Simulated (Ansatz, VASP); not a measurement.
## ZrO2 in VASP and in Ansatz

File INCAR:

```
PREC = Accurate
ENCUT = 600
EDIFF = 1E-6
ISMEAR = 0
SIGMA = 0.02
LREAL = False
LASPH = True
NELM = 120
ALGO = Normal
ISIF = 2
LWAVE = False
LCHARG = True
GGA = PE
IVDW = 12
LELF = True
LVHAR = True
NBANDS = 19
GGA_COMPAT = False
```

File KPOINTS:

```
Automatic mesh
0
Gamma
  8 8 8
```

Contents of POSCAR:

```
ZrO2
1.0
    0.0000000000      2.5437752409      2.5437752409
    2.5437752409      0.0000000000      2.5437752409
    2.5437752409      2.5437752409      0.0000000000
Zr O
1 2
Direct
    0.0000000000      0.0000000000      0.0000000000
    0.2500000000      0.2500000000      0.2500000000
    0.7500000000      0.7500000000      0.7500000000
```

Input for Ansatz:

```yaml
crystal:
  lattice:
    - [0.0, 2.5437752409, 2.5437752409]
    - [2.5437752409, 0.0, 2.5437752409]
    - [2.5437752409, 2.5437752409, 0.0]
  atoms:
    - { symbol: Zr, position: [0.0, 0.0, 0.0] }
    - { symbol: O, position: [0.25, 0.25, 0.25] }
    - { symbol: O, position: [0.75, 0.75, 0.75] }
basis:
  ecutwfc: 420
kpoints:
  mp_grid: { grid: [8, 8, 8] }
  band_path:
    path:
      - [[0.0, 0.0, 0.0], [0.5, 0.0, 0.5], [0.625, 0.25, 0.625]]
      - [[0.375, 0.375, 0.75], [0.0, 0.0, 0.0], [0.5, 0.5, 0.5], [0.5, 0.25, 0.75], [0.5, 0.0, 0.5]]
    npoints: 10
hamiltonian:
  xc: pbe
  dispersion: d3bj
  pseudopotentials: { kind: paw, azcp: { folder: soft_1 } }
scf:
  occupations: { method: gaussian, width: 0.02 }
  n_extra_bands: 7
output:
  forces: true
  stress: true
  eigenvalues: true
```

Alike in both runs: task single point; functional PBE; dispersion D3(BJ); k mesh 8 × 8 × 8; occupations gaussian, width 0.02 eV; no spin polarisation.

```csv
,VASP,Ansatz
version,VASP 6.6.1,Ansatz 0.2.0
potentials or method,"VASP PAW PBE potentials, release 64 (Zr_sv, O), cutoff 600 eV","scalar-relativistic, plane waves, PAW"
valence electrons in the cell,24,24
```

```tsv
	VASP	Ansatz	Ansatz less VASP
gap on the k mesh at the Fermi level (eV)	3.36	3.37	+0.009
least direct gap on the mesh (eV)	3.80	3.81	+0.006
pressure (GPa)	0.1	0.0	-0.09
```
